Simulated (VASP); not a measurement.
GaP, 2 atoms in the cell. It takes space group F-43m (No. 216, cubic). The conventional cell has a = 5.394 Å, b = 5.394 Å, c = 5.394 Å, α = 90.00°, β = 90.00°, γ = 90.00°. Ga (site symmetry -43m) has 4 P at 2.34 Å within 3.1 Å. P (site symmetry -43m) has 4 Ga at 2.34 Å within 3.1 Å. 

```yaml
Program: VASP 6.6.1
Task: single point
Functional: PBE
Potentials_or_basis: VASP PAW PBE potentials, release 64 (Ga_d, P)
Cutoff: 500 eV
k_mesh: 8 × 8 × 8
Occupations: gaussian, width 0.02 eV
Spin: no spin polarisation
Dipole_correction: no
Further_INCAR_settings: ALGO = Normal; EDIFF = 1e-06; NBANDS = 16
```

Potentials or basis: VASP PAW PBE potentials, release 64 (Ga_d, P).

Launch:

```console
$ cat potpaw_PBE.64/Ga_d/POTCAR potpaw_PBE.64/P/POTCAR > POTCAR
$ mpirun -np 1 vasp_std > vasp.out
```

Hardware: 1 thread of Intel(R) Xeon(R) 6975P-C (Granite Rapids), on a shared host.

Q: How long does it take, and how much memory?

A: It took 7.1 s on 1 thread of Intel(R) Xeon(R) 6975P-C (Granite Rapids), with other jobs on the host, peak memory 0.16 GiB. Counts: scf iterations 12, k points 29.
